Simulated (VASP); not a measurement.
# P (Im-3m) in VASP: notebook, part 2 of 2

VASP 6.6.1. Earlier steps stand in the parts before.

## 4. Relaxation of cell and atoms, PBE, target pressure 2.2 GPa, at which the enthalpy is minimised

File INCAR:

```
ALGO     = Normal         # electronic algorithm
EDIFF    = 1E-6           # SCF threshold, eV
EDIFFG   = -0.005         # ionic threshold
ENCUT    = 600            # plane-wave cutoff, eV
GGA      = PE             # functional
IBRION   = 2              # ionic algorithm
ISIF     = 3              # what is computed and relaxed
ISMEAR   = -1             # smearing method
LASPH    = True           # aspherical terms in the spheres
LCHARG   = False          # write CHGCAR
LREAL    = False          # projectors in reciprocal space
LWAVE    = False          # write WAVECAR
NELM     = 80             # most SCF steps
NSW      = 32             # ionic steps
PREC     = Accurate       # precision mode
PSTRESS  = 22.0         
SIGMA    = 0.05           # smearing width, eV
```

File KPOINTS:

```
k-points
0
Gamma
  17 17 17
```

File POSCAR:

```
P
1.0
   -1.5151035779      1.5151035779      1.5151035779
    1.5151035779     -1.5151035779      1.5151035779
    1.5151035779      1.5151035779     -1.5151035779
P
1
Direct
    0.0000000000      0.0000000000      0.0000000000
```

Potentials or basis: VASP PAW PBE potentials, release 64 (P).

Launch:

```sh
> cat potpaw_PBE.64/P/POTCAR > POTCAR
> mpirun -np 1 vasp_std > vasp.out
```

OUTCAR:

```text
EDIFF = 1E-6
   EDIFFG = -0.005
   ENCUT = 600
   GGA = PE
   IBRION = 2
   ISIF = 3
   ISMEAR = -1
   LASPH = True
   LREAL = False
   NELM = 80
   NSW = 32
   PREC = Accurate
   PSTRESS = 22.0

 ion  position               nearest neighbor table
   1  0.000  0.000  0.000-

  LATTYP: Found a body centered cubic cell.
 ALAT       =     3.0302071558

  Lattice vectors:

 A1 = (  -1.5151035779,   1.5151035779,   1.5151035779)
 A2 = (   1.5151035779,  -1.5151035779,   1.5151035779)
 A3 = (   1.5151035779,   1.5151035779,  -1.5151035779)

Analysis of symmetry for initial positions (statically):
=====================================================================
 Subroutine PRICEL returns:
 Original cell was already a primitive cell.

 Routine SETGRP: Setting up the symmetry group for a
 body centered cubic supercell.

 Subroutine GETGRP returns: Found 48 space group operations
 (whereof 48 operations were pure point group operations)
 out of a pool of 48 trial point group operations.

The static configuration has the point symmetry O_h .

Analysis of symmetry for dynamics (positions and initial velocities):
=====================================================================
 Subroutine PRICEL returns:
 Original cell was already a primitive cell.

 Routine SETGRP: Setting up the symmetry group for a
 body centered cubic supercell.

 Subroutine GETGRP returns: Found 48 space group operations
 (whereof 48 operations were pure point group operations)
 out of a pool of 48 trial point group operations.

The dynamic configuration has the point symmetry O_h .

 Subroutine INISYM returns: Found 48 space group operations
 (whereof 48 operations are pure point group operations),
 and found     1 'primitive' translations

----------------------------------------------------------------------------------------

                                     Primitive cell

  volume of cell :      13.9119

  direct lattice vectors                    reciprocal lattice vectors
    -1.515103578  1.515103578  1.515103578     0.000000000  0.330010441  0.330010441
     1.515103578 -1.515103578  1.515103578     0.330010441  0.000000000  0.330010441
     1.515103578  1.515103578 -1.515103578     0.330010441  0.330010441  0.000000000

  length of vectors
     2.624236376  2.624236376  2.624236376     0.466705241  0.466705241  0.466705241

  position of ions in fractional coordinates (direct lattice)
     0.000000000  0.000000000  0.000000000

  ion indices of the primitive-cell ions
   primitive index   ion index
                 1           1

----------------------------------------------------------------------------------------

 KPOINTS: k-points

Automatic generation of k-mesh.
 Grid dimensions read from file:
 generate k-points for:   17   17   17

 Generating k-lattice:

  Cartesian coordinates                     Fractional coordinates (reciprocal lattice)
[... 21 lines left out ...]
  0.235294  0.000000  0.000000     12.000000
  0.294118  0.000000  0.000000     12.000000
[... 16 lines left out ...]
  0.411765  0.117647  0.000000     48.000000
  0.176471  0.176471  0.000000     24.000000
 [... further k-points ...]
   k-points           NKPTS =    165   k-points in BZ     NKDIM =    165   number of bands    NBANDS=      6
   number of dos      NEDOS =    301   number of ions     NIONS =      1
   total plane-waves  NPLWV =  13824
   dimension x,y,z NGX =    24 NGY =   24 NGZ =   24
   dimension x,y,z NGXF=    48 NGYF=   48 NGZF=   48
   ions per type =               1
   NGX,Y,Z   is equivalent  to a cutoff of  15.20, 15.20, 15.20 a.u.
   NGXF,Y,Z  is equivalent  to a cutoff of  30.41, 30.41, 30.41 a.u.
 SYSTEM =  unknown system
   PREC   = accura    normal or accurate (medium, high low for compatibility)
   ISTART =      0    job   : 0-new  1-cont  2-samecut
   ICHARG =      2    charge: 1-file 2-atom 10-const
   ISPIN  =      1    spin polarized calculation?
   LNONCOLLINEAR =      F non collinear calculations
   LSORBIT =      F    spin-orbit coupling
   LASPH  =      T    aspherical Exc in radial PAW
   ENCUT  =  600.0 eV  44.10 Ry    6.64 a.u.   5.24  5.24  5.24*2*pi/ulx,y,z
   NELM   =     80;   NELMIN=  2; NELMDL= -5     # of ELM steps
   EDIFF  = 0.1E-05   stopping-criterion for ELM
   LREAL  =      F    real-space projection
   EDIFFG = -.5E-02   stopping-criterion for IOM
   NSW    =     32    number of steps for IOM
   IBRION =      2    ionic relax: 0-MD 1-quasi-New 2-CG
   NFREE  =      1    steps in history (QN), initial steepest desc. (CG)
   ISIF   =      3    stress and relaxation
   ISYM   =      2    0-nonsym 1-usesym 2-fastsym
   POTIM  = 0.5000    time-step for ionic-motion
   TEBEG  =    0.0;   TEEND  =   0.0 temperature during run
   PSTRESS=   22.0 pullay stress
   NELECT =       5.0000    total number of electrons
   NUPDOWN=      -1.0000    fix difference up-down
   EMIN   =  10.00;   EMAX   =-10.00  energy-range for DOS
   EFERMI =   0.00;   METHOD = LEGACY
   ISMEAR =    -1;   SIGMA  =   0.05  broadening in eV -4-tet -1-fermi 0-gaus
   EFERMI_NEDOS =   21; number of points for ismear=-14 and -15
   IALGO  =     38    algorithm
   IMIX   =      4    mixing-type and parameters
     AMIX     =   0.40;   BMIX     =  1.00
     AMIX_MAG =   1.60;   BMIX_MAG =  1.00
  volume/ion in A,a.u.               =      13.91        93.88
  Fermi-wavevector in a.u.,A,eV,Ry     =   1.163954  2.199554 18.433025  1.354789
  Thomas-Fermi vector in A             =   2.300498
   LORBIT       =      0    0 simple, 1 ext, 2 COOP (PROOUT), +10 PAW based schemes
   GGA     = PE    functional components
   LHFCALC =     F    Hartree Fock is set to
   AEXX    =    0.0000 exact exchange contribution
   IVDW    =     0    specifies the selected vdW correction
   LEPSILON=     F    determine dielectric tensor
   LRPA    =     F    only Hartree local field effects (RPA)
 conjugate gradient relaxation of ions
 non-spin polarized calculation
  energy-cutoff  :      600.00
  volume of cell :       13.91
 maximum number of plane-waves:       478
 NGX is ok and might be reduce to    24
   NGX = 11   NGY = 11   NGZ = 11

--------------------------------------- Ionic step        1  -------------------------------------------

 number of electron       5.0000000 magnetization

 Free energy of the ion-electron system (eV)
  ---------------------------------------------------
  ext. energy  EPLUGINS =         0.00000000
  ---------------------------------------------------
  free energy    TOTEN  =        -4.68246306 eV

  energy without entropy =       -4.67801209  energy(sigma->0) =       -4.68023757

------------------------ aborting loop because EDIFF is reached ----------------------------------------

  FORCE on cell =-STRESS in cart. coord.  units (eV):
  Direction    XX          YY          ZZ          XY          YZ          ZX
  --------------------------------------------------------------------------------------
  -------------------------------------------------------------------------------------
  Total        0.1728484      0.1728484      0.1728484     -0.0000000      0.0000000      0.0000000
  in kB       19.9062298     19.9062298     19.9062298     -0.0000000      0.0000000      0.0000000
  external PRESSURE =      -2.0937702 kB  Pullay stress =      22.0000000 kB
[... 61 lines left out ...]
--------------------------------------- Ionic step        3  -------------------------------------------

 number of electron       5.0000000 magnetization

 Free energy of the ion-electron system (eV)
  ---------------------------------------------------
  ext. energy  EPLUGINS =         0.00000000
  ---------------------------------------------------
  free energy    TOTEN  =        -4.68212937 eV

  energy without entropy =       -4.67766601  energy(sigma->0) =       -4.67989769

 E-fermi :  10.2925     XC(G=0): -11.6818

 val. band max:       10.2753305285   @ k =   0.1176   0.1176   0.1176
 cond. band min:      10.2988147810   @ k =   0.3529   0.1176   0.0588
 fundamental gap:      0.0234842526
 Fermi energy:        10.2925223630

 k-point     1 :       0.0000    0.0000    0.0000
  band No.  band energies     occupation
      1      -6.3499      2.00000
      2      17.7691      0.00000
      3      17.7691      0.00000
      4      17.7691      0.00000
      5      22.4126      0.00000
      6      22.4126      0.00000
[... 199 lines left out ...]
 k-point    24 :       0.1765    0.1765    0.0000
  band No.  band energies     occupation
      1      -3.5134      2.00000
      2       9.5714      2.00000
      3      11.1802      0.00000
      4      15.0630      0.00000
      5      20.5604      0.00000
      6      22.2708      0.00000

 [... further k-points ...]

------------------------ aborting loop because EDIFF is reached ----------------------------------------

  FORCE on cell =-STRESS in cart. coord.  units (eV):
  Direction    XX          YY          ZZ          XY          YZ          ZX
  --------------------------------------------------------------------------------------
  -------------------------------------------------------------------------------------
  Total        0.1912646      0.1912646      0.1912646      0.0000000     -0.0000000      0.0000000
  in kB       22.0674233     22.0674233     22.0674233      0.0000000     -0.0000000      0.0000000
  external PRESSURE =       0.0674233 kB  Pullay stress =      22.0000000 kB
[... 20 lines left out ...]
  energy  without entropy=       -4.6776660130  energy(sigma->0) =       -4.67989769

  enthalpy is  TOTEN    =        -4.4914491087 eV   P V=        0.1906802656

 reached required accuracy - stopping structural energy minimisation
```

Run time: 11 s. Hardware: 1 thread of AMD EPYC 9R45 (Zen 5), shared host; peak memory 0.11 GiB.

What came out:

* Free energy: -4.6821 eV
* Relaxed volume: 13.89 Å³/atom
* Relaxed cell: a = 2.623 Å, b = 2.623 Å, c = 2.623 Å, α = 109.47°, β = 109.47°, γ = 109.47°
* Space group after relaxing (to 0.1 Å): Im-3m (No. 229)
* Energy change on relaxing (the run minimises the enthalpy): +0.3 meV/atom
* Ionic steps: 3
* Pressure after relaxing: 2.2 GPa
* Band gap on the k mesh: zero (an odd number of electrons rules out a gap without spin polarisation)

Step by step:
```tsv
step	energy change (eV)	largest force (eV/Å)	pressure (GPa)	volume (Å³)
1	0.0000	0.0000	1.99	13.91
2	0.0005	0.0000	2.29	13.88
3	0.0003	0.0000	2.21	13.89
```

Final structure:
```
P
1.0
    -1.51418    1.51418    1.51418
     1.51418   -1.51418    1.51418
     1.51418    1.51418   -1.51418
P
1
Direct
  0.00000 0.00000 0.00000
```

Levels at points of the mesh, in eV from the Fermi level:
```tsv
k point	band 1	band 2	band 3	band 4	band 5	band 6
(0.00, 0.00, 0.00)	-16.64	7.48	7.48	7.48	12.12	12.12
```

Caveat: the cell is relaxed towards a set pressure, so the run minimises the enthalpy, not the energy.

The gap in the log of VASP goes by the Fermi energy; the results here count the filled bands.